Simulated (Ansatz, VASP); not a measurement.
**One calculation of C, two programs**

```
CELL_PARAMETERS angstrom
0.00000 1.79521 1.79521
1.79521 0.00000 1.79521
1.79521 1.79521 0.00000
ATOMIC_POSITIONS crystal
C 0.50000 0.50000 0.50000
C 0.75000 0.75000 0.75000
```

Change from the starting cell: volume scaled by 1.02, PAW files.

Alike in both runs: task electric field gradients; functional PBE; k mesh 20 × 20 × 20; occupations fermi-dirac, width 0.08 eV; no spin polarisation.

|  | VASP | Ansatz |
| --- | --- | --- |
| version | VASP 6.6.1 | Ansatz 0.2.0 |
| potentials or method | VASP PAW PBE potentials, release 64 (C) | PAW with Ansatz's default frozen-core files, scalar-relativistic |
| plane-wave cutoff (eV) | 520 | 420 |
| valence electrons in the cell | 8 | 8 |

VASP gave:

- gap on the k mesh at the Fermi level (eV): 4.09
- pressure (GPa): -6.0

Question: What did Ansatz give for the same quantities?

Answer: gap on the k mesh at the Fermi level (eV): 4.10; pressure (GPa): -6.6.

The functional is the same, so the differences come from potentials, cutoffs and numerics.
